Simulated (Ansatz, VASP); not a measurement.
SiC: VASP beside Ansatz

File INCAR:

```
SYSTEM = SiC
PREC = Accurate
ENCUT = 520
EDIFF = 1E-6
ISMEAR = 0
SIGMA = 0.05
LREAL = .False.
LASPH = .True.
NELM = 100
ALGO = Normal
ISIF = 2
LWAVE = .False.
LCHARG = .False.
GGA = PE
NBANDS = 11
```

File KPOINTS:

```
Automatic mesh
0
Gamma
  12 12 12
  0 0 0
```

POSCAR

```
SiC
1.0
    0.0000000000      2.1740000000      2.1740000000
    2.1740000000      0.0000000000      2.1740000000
    2.1740000000      2.1740000000      0.0000000000
Si C
1 1
Direct
    0.0813140273      0.0000000000      0.0000000000
    0.7500000000      0.7500000000      0.7500000000
```

Input for Ansatz:

```yaml
crystal:
  lattice:
    - [0.0, 2.174, 2.174]
    - [2.174, 0.0, 2.174]
    - [2.174, 2.174, 0.0]
  atoms:
    - { symbol: Si, position: [0.0813140273, 0.0, 0.0] }
    - { symbol: C, position: [0.75, 0.75, 0.75] }
basis:
  ecutwfc: 420
kpoints:
  mp_grid: { grid: [12, 12, 12] }
hamiltonian:
  xc: pbe
scf:
  occupations: { method: gaussian, width: 0.05 }
output:
  forces: true
  stress: true
  eigenvalues: true
```

Change from the starting cell: all Si atoms moved -0.250 Å, as atom 1 towards its neighbour atom 1 (Si) at 3.075 Å.

Alike in both runs: task single point; functional PBE; k mesh 12 × 12 × 12; occupations gaussian, width 0.05 eV; no spin polarisation.

|  | VASP | Ansatz |
| --- | --- | --- |
| version | VASP 6.6.1 | Ansatz 0.2.0 |
| potentials or method | VASP PAW PBE potentials, release 64 (Si, C), cutoff 520 eV | scalar-relativistic, plane waves, PAW |
| valence electrons in the cell | 8 | 8 |

|  | VASP | Ansatz | Ansatz less VASP |
| --- | --- | --- | --- |
| gap on the k mesh at the Fermi level (eV) | 0.21 | 0.22 | +0.006 |
| least direct gap on the mesh (eV) | 4.00 | 4.00 | +0.003 |
| pressure (GPa) | 12.6 | 12.7 | +0.10 |
| traceless stress, the component that is largest in VASP (GPa) | -13.88 | -13.89 | -0.011 |
| rms of the force components (eV/Å) | 3.228 | 3.229 | +0.0005 |

Atom by atom the forces differ by 0.002 eV/Å (rms over components). The functional is the same, so the differences come from potentials, cutoffs and numerics.
